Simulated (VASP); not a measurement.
The system is GaSb3.

```
Sb Ga
1.0
     0.00000    3.75530    3.75530
     3.75530    0.00000    3.75530
     3.75530    3.75530    0.00000
Sb Ga
3 1
Direct
  0.50000 0.50000 0.50000
  0.75000 0.75000 0.75000
  0.25000 0.25000 0.25000
  0.00000 0.00000 0.00000
```

Base run:

| Property | Result |
| --- | --- |
| Program | VASP 6.6.1 |
| Functional | r2SCAN |
| Potentials or basis | VASP PAW PBE potentials, release 64 (Sb, Ga_d) |
| Cutoff | 550 eV |
| k mesh | 6 × 6 × 6 |
| Occupations | fermi-dirac, width 0.05 eV |
| Spin | no spin polarisation |

Its results: band gap on the k mesh zero (band 14 reaches 8.38 eV, above the bottom of band 15 at 4.68 eV); pressure -2.4 GPa.

The run is repeated on the same cell with these changes: functional from r2SCAN to PBE; cutoff from 550 eV to 520 eV. What comes out?

Band gap on the k mesh zero (band 14 reaches 8.47 eV, above the bottom of band 15 at 4.90 eV); pressure -1.5 GPa.

Caveats: spin-orbit coupling is left out, which moves the levels of the heavy elements; the PAW data sets were made with another functional, which shifts forces and pressure a little (some runs).
